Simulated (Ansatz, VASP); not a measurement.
**Two plane-wave programs on InTe4W**

```
In Te W
1.0
     3.31215    0.00000    0.00000
     0.00000    3.31215    0.00000
     0.00000    0.00000   14.93181
In Te W
1 4 1
Direct
  0.00000 0.00000 0.00000
  0.50000 0.50000 0.15671
  0.00000 0.00000 0.61247
  0.00000 0.00000 0.38753
  0.50000 0.50000 0.84329
  0.50000 0.50000 0.50000
```

Change from the starting cell: species swapped into the Hf4AgPd type (P4/mmm, No. 123).

Alike in both runs: functional PBE; k mesh 4 × 4 × 2; occupations gaussian, width 0.1 eV; no spin polarisation.

Ansatz relaxed the structure, and its values are those at the end. VASP's run is a single point on that final structure, the one shown.

```csv
,VASP,Ansatz
version,VASP 6.6.1,Ansatz 0.2.0
potentials or method,"VASP PAW PBE potentials, release 64 (In_d, Te, W_sv), cutoff 520 eV","scalar-relativistic, plane waves, PAW"
valence electrons in the cell,51,91
```

```csv
,VASP,Ansatz,Ansatz less VASP
gap on the k mesh at the Fermi level (eV),none,none,-
pressure (GPa),0.2,0.2,+0.01
rms of the force components (eV/Å),0.010,0.010,-0.0008
```

A gap of «none» marks a metal or a gap that the smearing closes. VASP's potentials hold 51 valence electrons a cell and Ansatz's 91, so a difference there can come from the potentials and not from the codes.

The k mesh is coarse, so the values compare programs but aren't converged. Spin-orbit coupling is off throughout.
